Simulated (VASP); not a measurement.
Write the native input for VASP 6.6.1 that does the following.

```yaml
Task: relaxation of volume and atoms at fixed shape
Functional: PBE
Potentials_or_basis: VASP PAW PBE potentials, release 64 (Cd, Se)
Cutoff: 500 eV
k_mesh: 4 × 4 × 4
Occupations: gaussian, width 0.1 eV
Spin: no spin polarisation
Dipole_correction: no
Further_INCAR_settings: ALGO = Normal; EDIFF = 1e-07; IBRION = 2; EDIFFG = -0.05; NSW = 25; ISIF = 8
```

The structure of CdSe lies in POSCAR:

```
CdSe
1.0
    0.0000000000      2.8739580000      2.8739580000
    2.8739580000      0.0000000000      2.8739580000
    2.8739580000      2.8739580000      0.0000000000
Cd Se
1 1
Direct
    0.0000000000      0.0000000000      0.0000000000
    0.5000000000      0.5000000000      0.5000000000
```

One way to write it, as run:

INCAR

```
SYSTEM = CdSe
  PREC = Accurate
  ENCUT = 500
  EDIFF = 1E-7
  ISMEAR = 0
  SIGMA = 0.1
  LREAL = .False.
  LASPH = .True.
  NELM = 120
  ALGO = Normal
  ISIF = 8
  LWAVE = .False.
  LCHARG = .False.
  GGA = PE
  IBRION = 2
  NSW = 25
  EDIFFG = -0.05
  GGA_COMPAT = .False.
  NELMIN = 4
```

KPOINTS

```
regular mesh
0
Gamma
  4 4 4
  0 0 0
```

Potentials or basis: VASP PAW PBE potentials, release 64 (Cd, Se).

Command:

```console
$ cat potpaw_PBE.64/Cd/POTCAR potpaw_PBE.64/Se/POTCAR > POTCAR
$ mpirun -np 1 vasp_std > vasp.out
```

Results of the run:

| Item | Value |
| --- | --- |
| Relaxed volume | 23.92 Å³/atom |
| Relaxed cell | a = 4.075 Å, b = 4.075 Å, c = 4.075 Å, α = 60.00°, β = 60.00°, γ = 60.00° |
| Space group after relaxing (to 0.1 Å) | Fm-3m (No. 225) |
| Energy gained by relaxing | 0.2 meV/atom |
| Ionic steps | 2 |
| Pressure after relaxing | -0.1 GPa |
| Band gap on the k mesh | zero (bands 9 and 10 overlap by 0.38 eV) |

Caveat: the k points lie up to 0.47 Å⁻¹ apart in the final cell; semilocal functionals underestimate gaps, and a narrow one can read as zero.

Wall time 12 s on 1 thread of Intel(R) Xeon(R) Platinum 8259CL CPU @ 2.50GHz (Skylake/Cascade Lake), with other jobs on the host, peak memory 0.17 GiB.
